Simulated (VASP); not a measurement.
Wanted: the native input for a VASP 6.6.1 run.

```yaml
Task: single point
Functional: PBEsol
Potentials_or_basis: VASP PAW PBE potentials, release 64 (Co)
Cutoff: 520 eV
k_mesh: 21 × 21 × 12
Occupations: gaussian, width 0.15 eV
Spin: collinear spin, ferromagnetic start
Starting_moments: "[1.79, 1.79] μB"
Dipole_correction: no
Further_INCAR_settings: ALGO = Normal; EDIFF = 1e-07; NBANDS = 20
```

The structure of Co lies in POSCAR:

```
Co
1.0
    2.4965000000      0.0000000000      0.0000000000
   -1.2482500000      2.1620324205      0.0000000000
    0.0000000000      0.0000000000      4.1657000000
Co
2
Direct
    0.3333333333      0.6666666667      0.2500000000
    0.6666666667      0.3333333333      0.7500000000
```

One way to write it, as run:

INCAR

```
SYSTEM = Co
PREC = Accurate
ENCUT = 520
EDIFF = 1E-7
ISMEAR = 0
SIGMA = 0.15
LREAL = .FALSE.
LASPH = .TRUE.
NELM = 150
ALGO = Normal
ISIF = 2
LWAVE = .FALSE.
LCHARG = .FALSE.
ISPIN = 2
MAGMOM = 1.79 1.79
LORBIT = 11
LMAXMIX = 4
GGA = PS
NBANDS = 20
```

KPOINTS

```
Automatic mesh
0
G
  21 21 12
  0 0 0
```

Potentials or basis: VASP PAW PBE potentials, release 64 (Co).

Command:

```console
$ cat potpaw_PBE.64/Co/POTCAR > POTCAR
$ mpirun -np 1 vasp_std > vasp.out
```

It gave:

| Property | Result |
| --- | --- |
| Pressure | -16.5 GPa |
| Net moment | 3.27 μB per cell |
| Site moments | Co +1.66 μB |
| Valence electrons inside the program's atomic spheres | Co 8.20 |

Caveat: the stress differs along the axes, from -22 to -14 GPa; the PAW data sets were made with another functional, which shifts forces and pressure a little.

Run time: 6.2 min on 1 thread of Oxide Virtual Turin-like Processor, on a shared host, peak memory 0.27 GiB.
